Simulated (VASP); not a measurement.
Set up this calculation in VASP 6.6.1, as the native input.

```
Task                   : single point
Functional             : PBE
Potentials or basis    : VASP PAW PBE potentials, release 64 (La, Nb_sv, O)
Cutoff                 : 520 eV
k mesh                 : 8 × 8 × 4
Occupations            : gaussian, width 0.1 eV
Spin                   : no spin polarisation
Dipole correction      : no
Further INCAR settings : ALGO = Normal; EDIFF = 1e-06; NBANDS = 39
```

The structure of LaNbO lies in POSCAR:

```
LaNbO
1.0
    3.6047233297      0.0000000000      0.0000000000
    0.0000000000      3.6047233297      0.0000000000
    0.0000000000      0.0000000000      8.4253155988
La Nb O
2 2 2
Direct
    0.5000000000      0.0000000000      0.8362831889
    0.0000000000      0.5000000000      0.1637168111
    0.0000000000      0.5000000000      0.5673950101
    0.5000000000      0.0000000000      0.4326049899
    0.0000000000      0.5000000000      0.8384693334
    0.5000000000      0.0000000000      0.1615306666
```

These files were run (other wordings do the same):

INCAR

```
SYSTEM = LaNbO
  ALGO = Normal
  EDIFF = 1E-6
  ENCUT = 520
  GGA = PE
  ISIF = 2
  ISMEAR = 0
  LASPH = .True.
  LCHARG = .False.
  LREAL = .False.
  LWAVE = .False.
  NBANDS = 39
  NELM = 100
  PREC = Accurate
  SIGMA = 0.1
```

KPOINTS

```
k-points
0
Gamma
  8 8 4
  0 0 0
```

Potentials or basis: VASP PAW PBE potentials, release 64 (La, Nb_sv, O).

Run with:

```sh
$ cat potpaw_PBE.64/La/POTCAR potpaw_PBE.64/Nb_sv/POTCAR potpaw_PBE.64/O/POTCAR > POTCAR
$ mpirun -np 1 vasp_std > vasp.out
```

It gave:

```json
{
  "Pressure": "-0.2 GPa",
  "Largest force": "0.009 eV/Å",
  "Band gap on the k mesh": "zero (bands 30 and 31 overlap by 0.73 eV)"
}
```

Caveat: spin-orbit coupling is left out, which moves the levels of the heavy elements.

It took 2.2 min on 1 thread of Intel(R) Xeon(R) 6975P-C (Granite Rapids) (shared host), peak memory 0.34 GiB.
